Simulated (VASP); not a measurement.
# AlN (F-43m) in VASP: further runs, part 2 of 2

VASP 6.6.1.

## 3. Single point, PBEsol

File INCAR:

```
SYSTEM = AlN
  PREC = Accurate
  ENCUT = 520
  EDIFF = 1E-6
  ISMEAR = 0
  SIGMA = 0.05
  LREAL = .False.
  LASPH = .True.
  NELM = 80
  ALGO = Normal
  ISIF = 2
  LWAVE = .False.
  LCHARG = .True.
  GGA = PS
  LELF = .True.
  LVHAR = .True.
  NBANDS = 11
```

File KPOINTS:

```
Automatic mesh
0
Gamma
  10 10 10
  0 0 0
```

File POSCAR:

```
AlN
1.0
    0.0000000000      2.1839935596      2.1839935596
    2.1839935596      0.0000000000      2.1839935596
    2.1839935596      2.1839935596      0.0000000000
Al N
1 1
Direct
    0.0000000000      0.0000000000      0.0000000000
    0.7500000000      0.7500000000      0.7500000000
```

Potentials or basis: VASP PAW PBE potentials, release 64 (Al, N).

Started as:

```console
> cat potpaw_PBE.64/Al/POTCAR potpaw_PBE.64/N/POTCAR > POTCAR
> mpirun -np 1 vasp_std > vasp.out
```

OUTCAR:

```text
SYSTEM = AlN
   PREC = Accurate
   ENCUT = 520
   EDIFF = 1E-6
   ISMEAR = 0
   LREAL = .False.
   LASPH = .True.
   NELM = 80
   ISIF = 2
   GGA = PS

 ion  position               nearest neighbor table
   1  0.000  0.000  0.000-   2 1.89   2 1.89   2 1.89   2 1.89
   2  0.750  0.750  0.750-   1 1.89   1 1.89   1 1.89   1 1.89

  LATTYP: Found a face centered cubic cell.
 ALAT       =     4.3679871192

  Lattice vectors:

 A1 = (   0.0000000000,   2.1839935596,   2.1839935596)
 A2 = (   2.1839935596,   0.0000000000,   2.1839935596)
 A3 = (   2.1839935596,   2.1839935596,   0.0000000000)

Analysis of symmetry for initial positions (statically):
=====================================================================
 Subroutine PRICEL returns:
 Original cell was already a primitive cell.

 Routine SETGRP: Setting up the symmetry group for a
 face centered cubic supercell.

 Subroutine GETGRP returns: Found 24 space group operations
 (whereof 24 operations were pure point group operations)
 out of a pool of 48 trial point group operations.

The static configuration has the point symmetry T_d .

Analysis of symmetry for dynamics (positions and initial velocities):
=====================================================================
 Subroutine PRICEL returns:
 Original cell was already a primitive cell.

 Routine SETGRP: Setting up the symmetry group for a
 face centered cubic supercell.

 Subroutine GETGRP returns: Found 24 space group operations
 (whereof 24 operations were pure point group operations)
 out of a pool of 48 trial point group operations.

The dynamic configuration has the point symmetry T_d .

 Subroutine INISYM returns: Found 24 space group operations
 (whereof 24 operations are pure point group operations),
 and found     1 'primitive' translations

----------------------------------------------------------------------------------------

                                     Primitive cell

  volume of cell :      20.8345

  direct lattice vectors                    reciprocal lattice vectors
     0.000000000  2.183993560  2.183993560    -0.228938404  0.228938404  0.228938404
     2.183993560  0.000000000  2.183993560     0.228938404 -0.228938404  0.228938404
     2.183993560  2.183993560  0.000000000     0.228938404  0.228938404 -0.228938404

  length of vectors
     3.088633312  3.088633312  3.088633312     0.396532948  0.396532948  0.396532948

  position of ions in fractional coordinates (direct lattice)
     0.000000000  0.000000000  0.000000000
     0.750000000  0.750000000  0.750000000

  ion indices of the primitive-cell ions
   primitive index   ion index
                 1           1
                 2           2

----------------------------------------------------------------------------------------

 KPOINTS: Automatic mesh

Automatic generation of k-mesh.
 Grid dimensions read from file:
 generate k-points for:   10   10   10

 Generating k-lattice:

  Cartesian coordinates                     Fractional coordinates (reciprocal lattice)
    -0.022893840  0.022893840  0.022893840     0.100000000  0.000000000  0.000000000
     0.022893840 -0.022893840  0.022893840     0.000000000  0.100000000  0.000000000
     0.022893840  0.022893840 -0.022893840     0.000000000  0.000000000  0.100000000

  Length of vectors
     0.039653295  0.039653295  0.039653295

  Shift w.r.t. Gamma in fractional coordinates (k-lattice)
     0.000000000  0.000000000  0.000000000

 Subroutine IBZKPT returns following result:
 ===========================================

 Found     47 irreducible k-points:

 Following reciprocal coordinates:
            Coordinates               Weight
  0.000000  0.000000  0.000000      1.000000
  0.100000  0.000000  0.000000      8.000000
  0.200000  0.000000  0.000000      8.000000
  0.300000  0.000000  0.000000      8.000000
  0.400000  0.000000  0.000000      8.000000
  0.500000  0.000000  0.000000      4.000000
[... 16 lines left out ...]
  0.300000  0.300000  0.000000      6.000000
  0.400000  0.300000  0.000000     24.000000
 [... further k-points ...]
   k-points           NKPTS =     47   k-points in BZ     NKDIM =     47   number of bands    NBANDS=     11
   number of dos      NEDOS =    301   number of ions     NIONS =      2
   total plane-waves  NPLWV =  13824
   dimension x,y,z NGX =    24 NGY =   24 NGZ =   24
   dimension x,y,z NGXF=    48 NGYF=   48 NGZF=   48
   ions per type =               1   1
   NGX,Y,Z   is equivalent  to a cutoff of  12.92, 12.92, 12.92 a.u.
   NGXF,Y,Z  is equivalent  to a cutoff of  25.84, 25.84, 25.84 a.u.
 SYSTEM =  AlN
   PREC   = accura    normal or accurate (medium, high low for compatibility)
   ISTART =      0    job   : 0-new  1-cont  2-samecut
   ICHARG =      2    charge: 1-file 2-atom 10-const
   ISPIN  =      1    spin polarized calculation?
   LNONCOLLINEAR =      F non collinear calculations
   LSORBIT =      F    spin-orbit coupling
   LASPH  =      T    aspherical Exc in radial PAW
   ENCUT  =  520.0 eV  38.22 Ry    6.18 a.u.   5.74  5.74  5.74*2*pi/ulx,y,z
   NELM   =     80;   NELMIN=  2; NELMDL= -5     # of ELM steps
   EDIFF  = 0.1E-05   stopping-criterion for ELM
   LREAL  =      F    real-space projection
   EDIFFG = 0.1E-04   stopping-criterion for IOM
   NSW    =      0    number of steps for IOM
   IBRION =     -1    ionic relax: 0-MD 1-quasi-New 2-CG
   NFREE  =      0    steps in history (QN), initial steepest desc. (CG)
   ISIF   =      2    stress and relaxation
   ISYM   =      2    0-nonsym 1-usesym 2-fastsym
   POTIM  = 0.5000    time-step for ionic-motion
   TEBEG  =    0.0;   TEEND  =   0.0 temperature during run
   PSTRESS=    0.0 pullay stress
   NELECT =       8.0000    total number of electrons
   NUPDOWN=      -1.0000    fix difference up-down
   EMIN   =  10.00;   EMAX   =-10.00  energy-range for DOS
   EFERMI =   0.00;   METHOD = LEGACY
   ISMEAR =     0;   SIGMA  =   0.05  broadening in eV -4-tet -1-fermi 0-gaus
   EFERMI_NEDOS =   21; number of points for ismear=-14 and -15
   IALGO  =     38    algorithm
   IMIX   =      4    mixing-type and parameters
     AMIX     =   0.40;   BMIX     =  1.00
     AMIX_MAG =   1.60;   BMIX_MAG =  1.00
  volume/ion in A,a.u.               =      10.42        70.30
  Fermi-wavevector in a.u.,A,eV,Ry     =   1.189899  2.248583 19.263943  1.415860
  Thomas-Fermi vector in A             =   2.325996
   LORBIT       =      0    0 simple, 1 ext, 2 COOP (PROOUT), +10 PAW based schemes
   GGA     = PS    functional components
   LHFCALC =     F    Hartree Fock is set to
   AEXX    =    0.0000 exact exchange contribution
   IVDW    =     0    specifies the selected vdW correction
   LEPSILON=     F    determine dielectric tensor
   LRPA    =     F    only Hartree local field effects (RPA)
 non-spin polarized calculation
 Gauss-broadening in eV      SIGMA  =   0.05
  energy-cutoff  :      520.00
  volume of cell :       20.83
 maximum number of plane-waves:       571
   NGX = 11   NGY = 11   NGZ = 11

 number of electron       8.0000000 magnetization

 Free energy of the ion-electron system (eV)
  ---------------------------------------------------
  ext. energy  EPLUGINS =         0.00000000
  ---------------------------------------------------
  free energy    TOTEN  =       -15.61072436 eV

  energy without entropy =      -15.61072436  energy(sigma->0) =      -15.61072436

 E-fermi :   6.1451     XC(G=0): -11.1292

 val. band max:        5.8782153813   @ k =   0.0000   0.0000   0.0000
 cond. band min:       9.0650477909   @ k =   0.5000   0.5000   0.0000
 fundamental gap:      3.1868324096
 Fermi energy:         6.1451397260

 k-point     1 :       0.0000    0.0000    0.0000
  band No.  band energies     occupation
      1      -9.0800      2.00000
      2       5.8782      2.00000
      3       5.8782      2.00000
      4       5.8782      2.00000
      5      10.0110      0.00000
      6      18.3469      0.00000
      7      18.3469      0.00000
      8      18.3469      0.00000
      9      23.4655      0.00000
     10      23.4655      0.00000
     11      24.8179      0.00000
[... 309 lines left out ...]
 k-point    24 :       0.4000    0.3000    0.0000
  band No.  band energies     occupation
      1      -7.0424      2.00000
      2       1.6971      2.00000
      3       4.1584      2.00000
      4       4.4626      2.00000
      5      10.6774      0.00000
      6      15.2859      0.00000
      7      18.0521      0.00000
      8      20.3655      0.00000
      9      20.8735      0.00000
     10      27.0755      0.00000
     11      29.3397      0.00000

 [... further k-points ...]
[... 5 lines left out ...]
  --------------------------------------------------------------------------------------
  -------------------------------------------------------------------------------------
  Total        0.1725352      0.1725352      0.1725352      0.0000000      0.0000000     -0.0000000
  in kB       13.2679620     13.2679620     13.2679620      0.0000000      0.0000000     -0.0000000
  external PRESSURE =      13.2679620 kB  Pullay stress =       0.0000000 kB

 VOLUME and BASIS-vectors are now :
 -----------------------------------------------------------------------------
  energy-cutoff  :      520.00
  volume of cell :       20.83
      direct lattice vectors                 reciprocal lattice vectors
     0.000000000  2.183993560  2.183993560    -0.228938404  0.228938404  0.228938404
     2.183993560  0.000000000  2.183993560     0.228938404 -0.228938404  0.228938404
     2.183993560  2.183993560  0.000000000     0.228938404  0.228938404 -0.228938404

 POSITION                                       TOTAL-FORCE (eV/Angst)
 -----------------------------------------------------------------------------------
      0.00000      0.00000      0.00000        -0.000000     -0.000000     -0.000000
      3.27599      3.27599      3.27599         0.000000      0.000000      0.000000
 -----------------------------------------------------------------------------------
    total drift:                               -0.000000     -0.000000     -0.000000

  FREE ENERGIE OF THE ION-ELECTRON SYSTEM (eV)
  ---------------------------------------------------
  free  energy   TOTEN  =       -15.6107243571 eV

  energy  without entropy=      -15.6107243571  energy(sigma->0) =      -15.61072436
```

OSZICAR:

```text
N       E                     dE             d eps       ncg     rms          rms(c)
DAV:   1     0.774544381468E+01    0.77454E+01   -0.38628E+03  1066   0.606E+02
DAV:   2    -0.170761854444E+02   -0.24822E+02   -0.23788E+02  1233   0.133E+02
DAV:   3    -0.178394451235E+02   -0.76326E+00   -0.76230E+00  1273   0.220E+01
DAV:   4    -0.178431511182E+02   -0.37060E-02   -0.37057E-02  1171   0.167E+00
DAV:   5    -0.178431935710E+02   -0.42453E-04   -0.42453E-04  1253   0.173E-01    0.829E+00
DAV:   6    -0.156522039807E+02    0.21910E+01   -0.10811E+01  1218   0.163E+01    0.285E+00
DAV:   7    -0.156290804001E+02    0.23124E-01   -0.15199E-01  1157   0.303E+00    0.202E+00
DAV:   8    -0.156119502066E+02    0.17130E-01   -0.27436E-02  1157   0.154E+00    0.557E-01
DAV:   9    -0.156107105749E+02    0.12396E-02   -0.35337E-03  1241   0.364E-01    0.230E-01
DAV:  10    -0.156107219513E+02   -0.11376E-04   -0.26535E-04  1142   0.109E-01    0.127E-02
DAV:  11    -0.156107244324E+02   -0.24812E-05   -0.22375E-06  1259   0.126E-02    0.148E-02
DAV:  12    -0.156107243571E+02    0.75352E-07   -0.22599E-07   664   0.393E-03
   1 F= -.15610724E+02 E0= -.15610724E+02  d E =-.386199E-16
```

Run time: 9.9 s. Hardware: 1 thread of Intel Xeon Platinum 8375C at 2.90GHz (Ice Lake), shared host; peak memory 0.13 GiB.

Results:

```
Free energy            : -15.6107 eV
Pressure               : 1.3 GPa
Band gap on the k mesh : 3.19 eV, indirect (least direct gap 4.13 eV)
```

Levels at points of the mesh, in eV from the valence-band top:
| k point | band 1 | band 2 | band 3 | band 4 | band 5 | band 6 | band 7 | band 8 |
| --- | --- | --- | --- | --- | --- | --- | --- | --- |
| (0.00, 0.00, 0.00) | -14.96 | 0.00 | 0.00 | 0.00 | 4.13 | 12.47 | 12.47 | 12.47 |
| (0.50, 0.00, 0.00) | -12.87 | -5.91 | -0.48 | -0.48 | 7.29 | 9.77 | 11.04 | 11.04 |
| (0.50, 0.50, 0.00) | -12.23 | -4.95 | -1.79 | -1.79 | 3.19 | 8.48 | 13.87 | 15.63 |

Caveat: the PAW data sets were made with another functional, which shifts forces and pressure a little.
